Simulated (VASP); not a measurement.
# SiC (lda) (Fm-3m) in VASP: notebook, part 2 of 2

VASP 6.6.1. The steps go on from the part before.

## Step 4: Single point, LDA

This run uses another cell than the first one, of 5.73 Å³/atom, 1.064 times its volume.

Contents of INCAR:

```
PREC = Accurate
ENCUT = 600
EDIFF = 1E-6
ISMEAR = 0
SIGMA = 0.02
LREAL = False
LASPH = True
NELM = 120
ALGO = Normal
ISIF = 2
LWAVE = False
LCHARG = True
GGA = CA
LELF = True
LVHAR = True
NBANDS = 11
GGA_COMPAT = False
```

Contents of KPOINTS:

```
Automatic mesh
0
Gamma
  16 16 16
```

Contents of POSCAR:

```
SiC
1.0
    0.0000000000      1.7891776428      1.7891776428
    1.7891776428      0.0000000000      1.7891776428
    1.7891776428      1.7891776428      0.0000000000
C Si
1 1
Direct
    0.0000000000      0.0000000000      0.0000000000
    0.5000000000      0.5000000000      0.5000000000
```

Potentials or basis: VASP PAW LDA potentials, release 64 (C, Si).

Run with:

```sh
cat potpaw_LDA.64/C/POTCAR potpaw_LDA.64/Si/POTCAR > POTCAR
mpirun -np 1 vasp_std > vasp.out
```

OUTCAR:

```text
PREC = Accurate
   ENCUT = 600
   EDIFF = 1E-6
   ISMEAR = 0
   LREAL = False
   LASPH = True
   NELM = 120
   ISIF = 2
   GGA = CA

 ion  position               nearest neighbor table
   1  0.000  0.000  0.000-   2 1.79   2 1.79   2 1.79   2 1.79   2 1.79   2 1.79
   2  0.500  0.500  0.500-   1 1.79   1 1.79   1 1.79   1 1.79   1 1.79   1 1.79

  LATTYP: Found a face centered cubic cell.
 ALAT       =     3.5783552856

  Lattice vectors:

 A1 = (   0.0000000000,   1.7891776428,   1.7891776428)
 A2 = (   1.7891776428,   0.0000000000,   1.7891776428)
 A3 = (   1.7891776428,   1.7891776428,   0.0000000000)

Analysis of symmetry for initial positions (statically):
=====================================================================
 Subroutine PRICEL returns:
 Original cell was already a primitive cell.

 Routine SETGRP: Setting up the symmetry group for a
 face centered cubic supercell.

 Subroutine GETGRP returns: Found 48 space group operations
 (whereof 48 operations were pure point group operations)
 out of a pool of 48 trial point group operations.

The static configuration has the point symmetry O_h .

Analysis of symmetry for dynamics (positions and initial velocities):
=====================================================================
 Subroutine PRICEL returns:
 Original cell was already a primitive cell.

 Routine SETGRP: Setting up the symmetry group for a
 face centered cubic supercell.

 Subroutine GETGRP returns: Found 48 space group operations
 (whereof 48 operations were pure point group operations)
 out of a pool of 48 trial point group operations.

The dynamic configuration has the point symmetry O_h .

 Subroutine INISYM returns: Found 48 space group operations
 (whereof 48 operations are pure point group operations),
 and found     1 'primitive' translations

----------------------------------------------------------------------------------------

                                     Primitive cell

  volume of cell :      11.4549

  direct lattice vectors                    reciprocal lattice vectors
     0.000000000  1.789177643  1.789177643    -0.279457997  0.279457997  0.279457997
     1.789177643  0.000000000  1.789177643     0.279457997 -0.279457997  0.279457997
     1.789177643  1.789177643  0.000000000     0.279457997  0.279457997 -0.279457997

  length of vectors
     2.530279288  2.530279288  2.530279288     0.484035449  0.484035449  0.484035449

  position of ions in fractional coordinates (direct lattice)
     0.000000000  0.000000000  0.000000000
     0.500000000  0.500000000  0.500000000

  ion indices of the primitive-cell ions
   primitive index   ion index
                 1           1
                 2           2

----------------------------------------------------------------------------------------

 KPOINTS: Automatic mesh

Automatic generation of k-mesh.
 Grid dimensions read from file:
 generate k-points for:   16   16   16

 Generating k-lattice:

  Cartesian coordinates                     Fractional coordinates (reciprocal lattice)
    -0.017466125  0.017466125  0.017466125     0.062500000  0.000000000  0.000000000
     0.017466125 -0.017466125  0.017466125     0.000000000  0.062500000  0.000000000
     0.017466125  0.017466125 -0.017466125     0.000000000  0.000000000  0.062500000

  Length of vectors
     0.030252216  0.030252216  0.030252216

  Shift w.r.t. Gamma in fractional coordinates (k-lattice)
     0.000000000  0.000000000  0.000000000

 Subroutine IBZKPT returns following result:
 ===========================================

 Found    145 irreducible k-points:

 Following reciprocal coordinates:
            Coordinates               Weight
  0.000000  0.000000  0.000000      1.000000
  0.062500  0.000000  0.000000      8.000000
  0.125000  0.000000  0.000000      8.000000
  0.187500  0.000000  0.000000      8.000000
  0.250000  0.000000  0.000000      8.000000
  0.312500  0.000000  0.000000      8.000000
[... 16 lines left out ...]
 -0.125000  0.062500  0.000000     24.000000
 -0.062500  0.062500  0.000000     12.000000
 [... further k-points ...]
   k-points           NKPTS =    145   k-points in BZ     NKDIM =    145   number of bands    NBANDS=     11
   number of dos      NEDOS =    301   number of ions     NIONS =      2
   total plane-waves  NPLWV =   8000
   dimension x,y,z NGX =    20 NGY =   20 NGZ =   20
   dimension x,y,z NGXF=    40 NGYF=   40 NGZF=   40
   ions per type =               1   1
   NGX,Y,Z   is equivalent  to a cutoff of  13.14, 13.14, 13.14 a.u.
   NGXF,Y,Z  is equivalent  to a cutoff of  26.28, 26.28, 26.28 a.u.
 SYSTEM =  unknown system
   PREC   = accura    normal or accurate (medium, high low for compatibility)
   ISTART =      0    job   : 0-new  1-cont  2-samecut
   ICHARG =      2    charge: 1-file 2-atom 10-const
   ISPIN  =      1    spin polarized calculation?
   LNONCOLLINEAR =      F non collinear calculations
   LSORBIT =      F    spin-orbit coupling
   LASPH  =      T    aspherical Exc in radial PAW
   ENCUT  =  600.0 eV  44.10 Ry    6.64 a.u.   5.05  5.05  5.05*2*pi/ulx,y,z
   NELM   =    120;   NELMIN=  2; NELMDL= -5     # of ELM steps
   EDIFF  = 0.1E-05   stopping-criterion for ELM
   LREAL  =      F    real-space projection
   EDIFFG = 0.1E-04   stopping-criterion for IOM
   NSW    =      0    number of steps for IOM
   IBRION =     -1    ionic relax: 0-MD 1-quasi-New 2-CG
   NFREE  =      0    steps in history (QN), initial steepest desc. (CG)
   ISIF   =      2    stress and relaxation
   ISYM   =      2    0-nonsym 1-usesym 2-fastsym
   POTIM  = 0.5000    time-step for ionic-motion
   TEBEG  =    0.0;   TEEND  =   0.0 temperature during run
   PSTRESS=    0.0 pullay stress
   NELECT =       8.0000    total number of electrons
   NUPDOWN=      -1.0000    fix difference up-down
   EMIN   =  10.00;   EMAX   =-10.00  energy-range for DOS
   EFERMI =   0.00;   METHOD = LEGACY
   ISMEAR =     0;   SIGMA  =   0.02  broadening in eV -4-tet -1-fermi 0-gaus
   EFERMI_NEDOS =   21; number of points for ismear=-14 and -15
   IALGO  =     38    algorithm
   IMIX   =      4    mixing-type and parameters
     AMIX     =   0.40;   BMIX     =  1.00
     AMIX_MAG =   1.60;   BMIX_MAG =  1.00
  volume/ion in A,a.u.               =       5.73        38.65
  Fermi-wavevector in a.u.,A,eV,Ry     =   1.452473  2.744776 28.703905  2.109677
  Thomas-Fermi vector in A             =   2.569851
   LORBIT       =      0    0 simple, 1 ext, 2 COOP (PROOUT), +10 PAW based schemes
   GGA     = CA    functional components
   LHFCALC =     F    Hartree Fock is set to
   AEXX    =    0.0000 exact exchange contribution
   IVDW    =     0    specifies the selected vdW correction
   LEPSILON=     F    determine dielectric tensor
   LRPA    =     F    only Hartree local field effects (RPA)
 non-spin polarized calculation
 Gauss-broadening in eV      SIGMA  =   0.02
  energy-cutoff  :      600.00
  volume of cell :       11.45
 maximum number of plane-waves:       392
   NGX = 11   NGY = 11   NGZ = 11

 number of electron       7.9999999 magnetization

 Free energy of the ion-electron system (eV)
  ---------------------------------------------------
  ext. energy  EPLUGINS =         0.00000000
  ---------------------------------------------------
  free energy    TOTEN  =       -13.24575728 eV

  energy without entropy =      -13.24575728  energy(sigma->0) =      -13.24575728

 E-fermi :  19.1124     XC(G=0): -14.5452

 val. band max:       19.0264259973   @ k =   0.0000   0.0000   0.0000
 cond. band min:      19.5405429904   @ k =   0.5000   0.5000   0.0000
 fundamental gap:      0.5141169931
 Fermi energy:        19.1124264239

 k-point     1 :       0.0000    0.0000    0.0000
  band No.  band energies     occupation
      1      -4.1348      2.00000
      2      19.0264      2.00000
      3      19.0264      2.00000
      4      19.0264      2.00000
      5      27.9736      0.00000
      6      27.9736      0.00000
      7      27.9736      0.00000
      8      34.4968      0.00000
      9      34.7645      0.00000
     10      34.7645      0.00000
     11      35.3357      0.00000
[... 309 lines left out ...]
 k-point    24 :      -0.0625    0.0625    0.0000
  band No.  band energies     occupation
      1      -3.8140      2.00000
      2      17.7213      2.00000
      3      18.0537      2.00000
      4      18.9689      2.00000
      5      27.5362      0.00000
      6      28.3289      0.00000
      7      29.1471      0.00000
      8      31.9369      0.00000
      9      33.4279      0.00000
     10      34.9130      0.00000
     11      37.0131      0.00000

 [... further k-points ...]
[... 5 lines left out ...]
  --------------------------------------------------------------------------------------
  -------------------------------------------------------------------------------------
  Total       13.4706744     13.4706744     13.4706744     -0.0000000     -0.0000000     -0.0000000
  in kB     1884.1242463   1884.1242463   1884.1242463     -0.0000000     -0.0000000     -0.0000000
  external PRESSURE =    1884.1242463 kB  Pullay stress =       0.0000000 kB

 VOLUME and BASIS-vectors are now :
 -----------------------------------------------------------------------------
  energy-cutoff  :      600.00
  volume of cell :       11.45
      direct lattice vectors                 reciprocal lattice vectors
     0.000000000  1.789177643  1.789177643    -0.279457997  0.279457997  0.279457997
     1.789177643  0.000000000  1.789177643     0.279457997 -0.279457997  0.279457997
     1.789177643  1.789177643  0.000000000     0.279457997  0.279457997 -0.279457997

 POSITION                                       TOTAL-FORCE (eV/Angst)
 -----------------------------------------------------------------------------------
      0.00000      0.00000      0.00000         0.000000      0.000000      0.000000
      1.78918      1.78918      1.78918         0.000000      0.000000     -0.000000
 -----------------------------------------------------------------------------------
    total drift:                                0.000000     -0.000000     -0.000000

  FREE ENERGIE OF THE ION-ELECTRON SYSTEM (eV)
  ---------------------------------------------------
  free  energy   TOTEN  =       -13.2457572829 eV

  energy  without entropy=      -13.2457572829  energy(sigma->0) =      -13.24575728
```

OSZICAR:

```text
N       E                     dE             d eps       ncg     rms          rms(c)
DAV:   1     0.662272381945E+01    0.66227E+01   -0.50125E+03  3230   0.794E+02
DAV:   2    -0.150763506901E+02   -0.21699E+02   -0.20791E+02  4136   0.129E+02
DAV:   3    -0.155597414454E+02   -0.48339E+00   -0.48247E+00  3867   0.145E+01
DAV:   4    -0.155604988734E+02   -0.75743E-03   -0.75739E-03  3503   0.704E-01
DAV:   5    -0.155604999595E+02   -0.10861E-05   -0.10861E-05  3826   0.252E-02    0.142E+01
DAV:   6    -0.134330544679E+02    0.21274E+01   -0.47986E+00  3385   0.121E+01    0.717E+00
DAV:   7    -0.132557375195E+02    0.17732E+00   -0.82939E-01  3706   0.546E+00    0.218E+00
DAV:   8    -0.132468664806E+02    0.88710E-02   -0.10925E-02  3362   0.808E-01    0.553E-01
DAV:   9    -0.132457598269E+02    0.11067E-02   -0.50811E-04  3764   0.176E-01    0.197E-01
DAV:  10    -0.132457579256E+02    0.19013E-05   -0.10235E-05  3658   0.265E-02    0.340E-02
DAV:  11    -0.132457572829E+02    0.64277E-06   -0.83635E-07  1995   0.827E-03
   1 F= -.13245757E+02 E0= -.13245757E+02  d E =-.770804E-13
```

stdout:

```text
POSCAR found type information on POSCAR C Si
 POSCAR found :  2 types and       2 ions
 scaLAPACK will be used
 LDA part: xc-table for (Slater(with rela. corr.)+CA(PZ))
 , standard interpolation
 POSCAR, INCAR and KPOINTS ok, starting setup
 FFT: planning ... GRIDC
 FFT: planning ... GRID_SOFT
 FFT: planning ... GRID
 WAVECAR not read
 entering main loop
```

Wall time 15 s (1 thread of Intel Xeon Platinum 8488C (Sapphire Rapids), shared host); peak memory 0.13 GiB.

What came out:

* Free energy: -13.2458 eV
* Pressure: 188.4 GPa
* Band gap on the k mesh: 0.51 eV, indirect (least direct gap 6.44 eV)

A k mesh can miss the band edges. Expect the measured gap to be larger: semilocal functionals such as LDA lack the derivative discontinuity.

## Step 5: Single point, LDA

This run uses another cell than the first one, of 5.73 Å³/atom, 1.064 times its volume.

Contents of INCAR:

```
PREC = Accurate
ENCUT = 600
EDIFF = 1E-6
ISMEAR = 0
SIGMA = 0.02
LREAL = F
LASPH = T
NELM = 120
ALGO = Normal
ISIF = 2
LWAVE = F
LCHARG = T
LELF = T
LVHAR = T
NBANDS = 11
GGA_COMPAT = F
```

KPOINTS is that of step 4.

POSCAR is that of step 4.

Run with:

```sh
cat potpaw_LDA.64/C/POTCAR potpaw_LDA.64/Si/POTCAR > POTCAR
mpirun -np 1 vasp_std > vasp.out
```

It took 17 s on 1 thread of Intel Xeon Platinum 8488C (Sapphire Rapids), shared host; peak memory 0.13 GiB.

It converged, with:

```
Free energy            : -13.2458 eV
Pressure               : 188.4 GPa
Band gap on the k mesh : 0.51 eV, indirect (least direct gap 6.44 eV)
```

Levels at points of the mesh, in eV from the valence-band top:
| k point | band 2 | band 3 | band 4 | band 5 | band 6 | band 7 |
| --- | --- | --- | --- | --- | --- | --- |
| (0.00, 0.00, 0.00) | 0.00 | 0.00 | 0.00 | 8.95 | 8.95 | 8.95 |
| (0.50, 0.00, 0.00) | -14.89 | -2.26 | -2.26 | 7.19 | 7.19 | 8.51 |
| (0.50, 0.50, 0.00) | -13.42 | -5.92 | -5.92 | 0.51 | 2.05 | 20.35 |

## Step 6: Overview

| cell | smearing | gap on the mesh (eV) | pressure (GPa) |
| --- | --- | --- | --- |
| a = 2.479 Å, angles 60.0°, 2 atoms | gaussian 0.02 eV | 0.10 | 251.0 |
| a = 2.479 Å, angles 60.0°, 2 atoms | gaussian 0.01 eV | 0.10 | 251.0 |
| a = 2.530 Å, angles 60.0°, 2 atoms | gaussian 0.02 eV | 0.51 | 188.4 |

Alike in all rows: task single point; level LDA; potentials or basis VASP PAW LDA potentials, release 64 (C, Si); no spin polarisation; k mesh 16 × 16 × 16; cutoff (eV) 600.

Total energies depend on the potentials used, so only differences within one code and one set of settings carry meaning.
